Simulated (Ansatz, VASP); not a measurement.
**Two plane-wave programs on Mg**

```
Mg
1.0
     3.48891    0.00000    0.00000
    -1.74446    3.02149    0.00000
     0.00000    0.00000    5.53051
Mg
2
Direct
  0.66667 0.33333 0.75000
  0.33333 0.66667 0.25000
```

Alike in both runs: task single point; functional PBE; k mesh 6 × 6 × 4; occupations gaussian, width 0.1 eV; no spin polarisation.

|  | VASP | Ansatz |
| --- | --- | --- |
| version | VASP 6.6.1 | Ansatz 0.2.0 |
| potentials or method | VASP PAW PBE potentials, release 64 (Mg), cutoff 520 eV | scalar-relativistic, plane waves, PAW |
| valence electrons in the cell | 4 | 20 |

```tsv
	VASP	Ansatz	Ansatz less VASP
gap on the k mesh at the Fermi level (eV)	none	none	-
pressure (GPa)	-5.4	-5.3	+0.09
traceless stress, the component that is largest in VASP (GPa)	-0.06	-0.06	+0.002
```

A gap of «none» marks a metal or a gap that the smearing closes. The functional is the same, so the differences come from potentials, cutoffs and numerics. VASP's potentials hold 4 valence electrons a cell and Ansatz's 20, so a difference there can come from the potentials and not from the codes.
